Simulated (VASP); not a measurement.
# Rb (P6_3/mmc) in VASP: a series of runs

The runs below take Rb through single point, relaxation of cell and atoms, with r2SCAN.

All numbers are computed with VASP 6.6.1; they aren't measurements. Logs are shortened: lines on timing, memory, paths and dates and some standing lists are left out, and cuts for length are marked.

### Step 1. The cell of the first run

It takes space group P6_3/mmc (No. 194, hexagonal). The conventional cell has a = 5.107 Å, b = 5.107 Å, c = 8.448 Å, α = 90.00°, β = 90.00°, γ = 120.00°.

This isn't the form of Rb at room conditions, which is bcc.

### Step 2. Single point, r2SCAN

File POSCAR:

```
Rb
1.0
    5.1068702159      0.0000000000      0.0000000000
   -2.5534351079      4.4226793408      0.0000000000
    0.0000000000      0.0000000000      8.4478946793
Rb
2
Direct
    0.3333333333      0.6666666667      0.2500000000
    0.6666666667      0.3333333333      0.7500000000
```

File INCAR.step1:

```
PREC = Accurate ; ENCUT = 520
ISMEAR = -1 ; SIGMA = 0.1
LREAL = False ; LASPH = True
NELM = 60 ; NBANDS = 16
GGA = PE ; ALGO = Normal
EDIFF = 1E-4 ; LWAVE = True
LCHARG = False
```

File INCAR.step2:

```
PREC = Accurate ; ENCUT = 520
EDIFF = 1E-6 ; ISMEAR = -1
SIGMA = 0.1 ; LREAL = False
LASPH = True ; NELM = 60
ALGO = Normal ; ISIF = 2
LWAVE = False ; LCHARG = False
METAGGA = R2SCAN ; LMIXTAU = True
NBANDS = 16 ; ISTART = 1
```

File KPOINTS:

```
regular mesh
0
Gamma
  12 12 6
```

Potentials or basis: VASP PAW PBE potentials, release 64 (Rb_sv).

Run with:

```console
cat potpaw_PBE.64/Rb_sv/POTCAR > POTCAR
cp INCAR.step1 INCAR
mpirun -np 1 vasp_std > vasp.out
cp INCAR.step2 INCAR
mpirun -np 1 vasp_std > vasp.out
```

OUTCAR:

```text
PREC = Accurate
   ENCUT = 520
   EDIFF = 1E-6
   ISMEAR = -1
   LREAL = False
   LASPH = True
   NELM = 60
   ISIF = 2
   METAGGA = R2SCAN
   ISTART = 1

 ion  position               nearest neighbor table
   1  0.333  0.667  0.250-   2 5.15   2 5.15   2 5.15   2 5.15   2 5.15   2 5.15
   2  0.667  0.333  0.750-   1 5.15   1 5.15   1 5.15   1 5.15   1 5.15   1 5.15

  LATTYP: Found a hexagonal cell.
 ALAT       =     5.1068702159
 C/A-ratio  =     1.6542215334

  Lattice vectors:

 A1 = (   5.1068702159,   0.0000000000,   0.0000000000)
 A2 = (  -2.5534351079,   4.4226793408,   0.0000000000)
 A3 = (   0.0000000000,   0.0000000000,   8.4478946793)

Analysis of symmetry for initial positions (statically):
=====================================================================
 Subroutine PRICEL returns:
 Original cell was already a primitive cell.

 Routine SETGRP: Setting up the symmetry group for a
 hexagonal supercell.

 Subroutine GETGRP returns: Found 24 space group operations
 (whereof 12 operations were pure point group operations)
 out of a pool of 24 trial point group operations.

The static configuration has the point symmetry D_3d.
 The point group associated with its full space group is D_6h.

Analysis of symmetry for dynamics (positions and initial velocities):
=====================================================================
 Subroutine PRICEL returns:
 Original cell was already a primitive cell.

 Routine SETGRP: Setting up the symmetry group for a
 hexagonal supercell.

 Subroutine GETGRP returns: Found 24 space group operations
 (whereof 12 operations were pure point group operations)
 out of a pool of 24 trial point group operations.

The dynamic configuration has the point symmetry D_3d.
 The point group associated with its full space group is D_6h.

 Subroutine INISYM returns: Found 24 space group operations
 (whereof 12 operations are pure point group operations),
 and found     1 'primitive' translations

----------------------------------------------------------------------------------------

                                     Primitive cell

  volume of cell :     190.8046

  direct lattice vectors                    reciprocal lattice vectors
     5.106870216  0.000000000  0.000000000     0.195814649  0.113053640  0.000000000
    -2.553435108  4.422679341  0.000000000     0.000000000  0.226107281  0.000000000
     0.000000000  0.000000000  8.447894679     0.000000000  0.000000000  0.118372688

  length of vectors
     5.106870216  5.106870216  8.447894679     0.226107281  0.226107281  0.118372688

  position of ions in fractional coordinates (direct lattice)
     0.333333333  0.666666667  0.250000000
     0.666666667  0.333333333  0.750000000

  ion indices of the primitive-cell ions
   primitive index   ion index
                 1           1
                 2           2

----------------------------------------------------------------------------------------

 KPOINTS: regular mesh

Automatic generation of k-mesh.
 Grid dimensions read from file:
 generate k-points for:   12   12    6

 Generating k-lattice:

  Cartesian coordinates                     Fractional coordinates (reciprocal lattice)
     0.016317887  0.009421137  0.000000000     0.083333333 -0.000000000  0.000000000
     0.000000000  0.018842273  0.000000000     0.000000000  0.083333333  0.000000000
     0.000000000  0.000000000  0.019728781     0.000000000  0.000000000  0.166666667

  Length of vectors
     0.018842273  0.018842273  0.019728781

  Shift w.r.t. Gamma in fractional coordinates (k-lattice)
     0.000000000  0.000000000  0.000000000

 Subroutine IBZKPT returns following result:
 ===========================================

 Found     76 irreducible k-points:

 Following reciprocal coordinates:
            Coordinates               Weight
  0.000000  0.000000  0.000000      1.000000
  0.083333 -0.000000  0.000000      6.000000
  0.166667  0.000000  0.000000      6.000000
  0.250000 -0.000000  0.000000      6.000000
  0.333333  0.000000  0.000000      6.000000
  0.416667  0.000000  0.000000      6.000000
[... 16 lines left out ...]
  0.250000 -0.000000  0.166667     12.000000
  0.333333  0.000000  0.166667     12.000000
 [... further k-points ...]
   k-points           NKPTS =     76   k-points in BZ     NKDIM =     76   number of bands    NBANDS=     16
   number of dos      NEDOS =    301   number of ions     NIONS =      2
   total plane-waves  NPLWV = 102400
   dimension x,y,z NGX =    40 NGY =   40 NGZ =   64
   dimension x,y,z NGXF=    80 NGYF=   80 NGZF=  128
   ions per type =               2
   NGX,Y,Z   is equivalent  to a cutoff of  13.02, 13.02, 12.59 a.u.
   NGXF,Y,Z  is equivalent  to a cutoff of  26.04, 26.04, 25.19 a.u.
 SYSTEM =  unknown system
   PREC   = accura    normal or accurate (medium, high low for compatibility)
   ISTART =      1    job   : 0-new  1-cont  2-samecut
   ICHARG =      0    charge: 1-file 2-atom 10-const
   ISPIN  =      1    spin polarized calculation?
   LNONCOLLINEAR =      F non collinear calculations
   LSORBIT =      F    spin-orbit coupling
   LASPH  =      T    aspherical Exc in radial PAW
   ENCUT  =  520.0 eV  38.22 Ry    6.18 a.u.   9.50  9.50 15.71*2*pi/ulx,y,z
   NELM   =     60;   NELMIN=  2; NELMDL=  0     # of ELM steps
   EDIFF  = 0.1E-05   stopping-criterion for ELM
   LREAL  =      F    real-space projection
   EDIFFG = 0.1E-04   stopping-criterion for IOM
   NSW    =      0    number of steps for IOM
   IBRION =     -1    ionic relax: 0-MD 1-quasi-New 2-CG
   NFREE  =      0    steps in history (QN), initial steepest desc. (CG)
   ISIF   =      2    stress and relaxation
   ISYM   =      2    0-nonsym 1-usesym 2-fastsym
   POTIM  = 0.5000    time-step for ionic-motion
   TEBEG  =    0.0;   TEEND  =   0.0 temperature during run
   PSTRESS=    0.0 pullay stress
   NELECT =      18.0000    total number of electrons
   NUPDOWN=      -1.0000    fix difference up-down
   EMIN   =  10.00;   EMAX   =-10.00  energy-range for DOS
   EFERMI =   0.00;   METHOD = LEGACY
   ISMEAR =    -1;   SIGMA  =   0.10  broadening in eV -4-tet -1-fermi 0-gaus
   EFERMI_NEDOS =   21; number of points for ismear=-14 and -15
   IALGO  =     38    algorithm
   IMIX   =      4    mixing-type and parameters
     AMIX     =   0.40;   BMIX     =  1.00
     AMIX_MAG =   1.60;   BMIX_MAG =  1.00
  volume/ion in A,a.u.               =      95.40       643.81
  Fermi-wavevector in a.u.,A,eV,Ry     =   0.745251  1.408321  7.556669  0.555400
  Thomas-Fermi vector in A             =   1.840794
   LORBIT       =      0    0 simple, 1 ext, 2 COOP (PROOUT), +10 PAW based schemes
   METAGGA = R2SCAN    functional components
   LHFCALC =     F    Hartree Fock is set to
   AEXX    =    0.0000 exact exchange contribution
   IVDW    =     0    specifies the selected vdW correction
   LEPSILON=     F    determine dielectric tensor
   LRPA    =     F    only Hartree local field effects (RPA)
 non-spin polarized calculation
  energy-cutoff  :      520.00
  volume of cell :      190.80
 maximum number of plane-waves:      5215
 NGX is ok and might be reduce to    40
   NGX = 19   NGY = 19   NGZ = 31

 number of electron      18.0000000 magnetization

 Free energy of the ion-electron system (eV)
  ---------------------------------------------------
  ext. energy  EPLUGINS =         0.00000000
  ---------------------------------------------------
  free energy    TOTEN  =       -27.86410768 eV

  energy without entropy =      -27.80863516  energy(sigma->0) =      -27.83637142

 E-fermi :  -0.0356     XC(G=0):  -5.6106

 val. band max:       -0.0378310037   @ k =   0.3333   0.1667   0.3333
 cond. band min:       0.0197483786   @ k =   0.3333   0.0000   0.3333
 fundamental gap:      0.0575793823
 Fermi energy:        -0.0355508293

 k-point     1 :       0.0000    0.0000    0.0000
  band No.  band energies     occupation
      1     -30.1325      2.00000
      2     -30.1294      2.00000
      3     -13.7066      2.00000
      4     -13.6369      2.00000
      5     -13.6369      2.00000
      6     -13.6265      2.00000
[... 8 lines left out ...]
     15       4.2301      0.00000
     16       4.2301      0.00000

 k-point     2 :       0.0833   -0.0000    0.0000
  band No.  band energies     occupation
      1     -30.1323      2.00000
      2     -30.1293      2.00000
      3     -13.7047      2.00000
      4     -13.6413      2.00000
      5     -13.6382      2.00000
      6     -13.6310      2.00000
[... 8 lines left out ...]
     15       4.0435      0.00000
     16       4.3077      0.00000

 k-point     3 :       0.1667    0.0000    0.0000
  band No.  band energies     occupation
      1     -30.1317      2.00000
      2     -30.1290      2.00000
      3     -13.6994      2.00000
      4     -13.6533      2.00000
      5     -13.6433      2.00000
      6     -13.6419      2.00000
[... 8 lines left out ...]
     15       3.9787      0.00000
     16       4.2111      0.00000

 k-point     4 :       0.2500   -0.0000    0.0000
  band No.  band energies     occupation
      1     -30.1309      2.00000
      2     -30.1286      2.00000
      3     -13.6914      2.00000
      4     -13.6700      2.00000
      5     -13.6596      2.00000
      6     -13.6467      2.00000
[... 8 lines left out ...]
     15       4.1039      0.00000
     16       4.1797      0.00000
[... 324 lines left out ...]
 k-point    22 :       0.1667    0.0000    0.1667
  band No.  band energies     occupation
      1     -30.1315      2.00000
      2     -30.1291      2.00000
      3     -13.6954      2.00000
      4     -13.6521      2.00000
      5     -13.6462      2.00000
      6     -13.6410      2.00000
[... 8 lines left out ...]
     15       3.9543      0.00000
     16       4.2481      0.00000

 k-point    23 :       0.2500   -0.0000    0.1667
  band No.  band energies     occupation
      1     -30.1308      2.00000
      2     -30.1287      2.00000
      3     -13.6903      2.00000
      4     -13.6672      2.00000
      5     -13.6619      2.00000
      6     -13.6457      2.00000
[... 8 lines left out ...]
     15       4.0602      0.00000
     16       4.1961      0.00000

 k-point    24 :       0.3333    0.0000    0.1667
  band No.  band energies     occupation
      1     -30.1299      2.00000
      2     -30.1284      2.00000
      3     -13.6924      2.00000
      4     -13.6797      2.00000
      5     -13.6717      2.00000
      6     -13.6504      2.00000
[... 8 lines left out ...]
     15       3.9219      0.00000
     16       4.3796      0.00000

 [... further k-points ...]

------------------------ aborting loop because EDIFF is reached ----------------------------------------

  FORCE on cell =-STRESS in cart. coord.  units (eV):
  Direction    XX          YY          ZZ          XY          YZ          ZX
  --------------------------------------------------------------------------------------
  -------------------------------------------------------------------------------------
  Total        0.0345896      0.0345896     -0.0245180      0.0000000      0.0000000      0.0000000
  in kB        0.2904475      0.2904475     -0.2058767      0.0000000      0.0000000      0.0000000
  external PRESSURE =       0.1250061 kB  Pullay stress =       0.0000000 kB

 VOLUME and BASIS-vectors are now :
 -----------------------------------------------------------------------------
  energy-cutoff  :      520.00
  volume of cell :      190.80
      direct lattice vectors                 reciprocal lattice vectors
     5.106870216  0.000000000  0.000000000     0.195814649  0.113053640  0.000000000
    -2.553435108  4.422679341  0.000000000     0.000000000  0.226107281  0.000000000
     0.000000000  0.000000000  8.447894679     0.000000000  0.000000000  0.118372688

 POSITION                                       TOTAL-FORCE (eV/Angst)
 -----------------------------------------------------------------------------------
     -0.00000      2.94845      2.11197        -0.000000      0.000000      0.000000
      2.55344      1.47423      6.33592         0.000000     -0.000000      0.000000
 -----------------------------------------------------------------------------------
    total drift:                                0.000000     -0.000000      0.000000

  FREE ENERGIE OF THE ION-ELECTRON SYSTEM (eV)
  ---------------------------------------------------
  free  energy   TOTEN  =       -27.8641076778 eV

  energy  without entropy=      -27.8086351623  energy(sigma->0) =      -27.83637142
```

Wall time 21 min (1 thread of Oxide Virtual Turin-like, shared host); peak memory 0.43 GiB.

Results:

```
Free energy            : -27.8641 eV
Pressure               : 0.0 GPa
Band gap on the k mesh : zero (bands 9 and 10 overlap by 2.43 eV)
```

Caveat: the PAW data sets were made with another functional, which shifts forces and pressure a little.

### Step 3. Relaxation of cell and atoms, r2SCAN

This run uses another cell than the first one, of 87.10 Å³/atom.

File POSCAR:

```
Rb
1.0
    4.9756623956      0.0000000000      0.0000000000
   -2.4878311978      4.3090500353      0.0000000000
    0.0000000000      0.0000000000      8.1252566921
Rb
2
Direct
    0.3333333333      0.6666666667      0.2500000000
    0.6666666667      0.3333333333      0.7500000000
```

File INCAR.step1:

```
SYSTEM = Rb
  ALGO = Normal
  EDIFF = 1E-4
  ENCUT = 600
  GGA = PE
  ISMEAR = -1
  LASPH = .TRUE.
  LCHARG = .FALSE.
  LREAL = .FALSE.
  LWAVE = .TRUE.
  NELM = 80
  PREC = Accurate
  SIGMA = 0.1
```

File INCAR.step2:

```
SYSTEM = Rb
  ALGO = Normal
  EDIFF = 1E-6
  EDIFFG = -0.01
  ENCUT = 600
  IBRION = 2
  ISIF = 3
  ISMEAR = -1
  ISTART = 1
  LASPH = .TRUE.
  LCHARG = .FALSE.
  LMIXTAU = .TRUE.
  LREAL = .FALSE.
  LWAVE = .FALSE.
  METAGGA = R2SCAN
  NELM = 80
  NSW = 80
  PREC = Accurate
  SIGMA = 0.1
```

File KPOINTS:

```
k-points
0
G
  7 7 4
  0 0 0
```

Potentials or basis: VASP PAW PBE potentials, release 64 (Rb_sv).

Run with:

```console
cat potpaw_PBE.64/Rb_sv/POTCAR > POTCAR
cp INCAR.step1 INCAR
mpirun -np 1 vasp_std > vasp.out
cp INCAR.step2 INCAR
mpirun -np 1 vasp_std > vasp.out
```

It took 23 min on 1 thread of Oxide Virtual Turin-like, shared host; peak memory 0.36 GiB.

Results (log left out):

```yaml
Free_energy: -27.8674 eV
Relaxed_volume: 95.73 Å³/atom
Relaxed_cell: a = 5.120 Å, b = 5.120 Å, c = 8.435 Å, α = 90.00°, β = 90.00°, γ = 120.00°
Space_group_after_relaxing_to_0.1_Å: P6_3/mmc (No. 194)
Energy_gained_by_relaxing: 7.4 meV/atom
Ionic_steps: 4
Pressure_after_relaxing: 0.0 GPa
Band_gap_on_the_k_mesh: zero (bands 9 and 10 overlap by 2.01 eV)
```

The path:
```tsv
step	energy change (eV)	largest force (eV/Å)	pressure (GPa)	volume (Å³)
1	0.0000	0.0000	0.29	174.21
2	-0.0064	0.0000	0.21	178.22
3	-0.0147	0.0000	0.02	190.09
4	-0.0148	0.0000	0.00	191.46
```

Final structure:
```xyz
2
Lattice="5.1197 0.0000 0.0000 -2.5598 4.4338 0.0000 0.0000 0.0000 8.4347" Properties=species:S:1:pos:R:3 pbc="T T T"
Rb    0.0000    2.9558    2.1087
Rb    2.5598    1.4779    6.3260
```

Levels at points of the mesh, in eV from the Fermi level:
| k point | band 5 | band 6 | band 7 | band 8 | band 9 | band 10 | band 11 | band 12 | band 13 |
| --- | --- | --- | --- | --- | --- | --- | --- | --- | --- |
| (0.00, 0.00, 0.00) | -13.61 | -13.60 | -13.60 | -13.60 | -2.04 | 0.24 | 0.51 | 3.83 | 3.83 |
| (0.00, 0.00, 0.50) | -13.60 | -13.60 | -13.60 | -13.60 | -1.36 | -1.36 | 2.46 | 2.46 | 3.88 |

Caveat: the PAW data sets were made with another functional, which shifts forces and pressure a little.
